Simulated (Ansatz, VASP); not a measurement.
# One calculation of Ti3Al, two programs

```
Ti Al
1.0
     2.86094    0.00000    0.00000
    -1.43047    2.47765    0.00000
     0.00000    0.00000    9.05134
Ti Al
3 1
Direct
  0.56725 0.22678 0.00000
  0.36777 0.70358 0.75152
  0.36777 0.70358 0.24848
  0.72083 0.39139 0.50000
```

Change from the starting cell: mode 4 frozen in at -0.132 Å and mode 5 at -0.264 Å (largest displacements).

Alike in both runs: task single point; functional LDA; k mesh 15 × 15 × 6; occupations gaussian, width 0.15 eV; no spin polarisation.

|  | VASP | Ansatz |
| --- | --- | --- |
| version | VASP 6.6.1 | Ansatz 0.2.0 |
| potentials or method | VASP PAW LDA potentials, release 64 (Ti_sv, Al), cutoff 520 eV | scalar-relativistic, plane waves, PAW |
| valence electrons in the cell | 39 | 39 |

VASP gave:

* gap on the k mesh at the Fermi level (eV): none
* pressure (GPa): -0.7
* traceless stress, the component that is largest in VASP (GPa): -1.85
* rms of the force components (eV/Å): 0.153

Problem. What did Ansatz give for the same quantities?

Solution. gap on the k mesh at the Fermi level (eV): none; pressure (GPa): -0.7; traceless stress, the component that is largest in VASP (GPa): -1.84; rms of the force components (eV/Å): 0.153.

Ansatz warns that its potentials were made for another functional, while VASP's fit it. LDA's correlation is that of Perdew and Zunger in VASP and of Perdew and Wang (1992) in Ansatz. Atom by atom the forces differ by 0.003 eV/Å (rms over components). A gap of «none» marks a metal or a gap that the smearing closes.
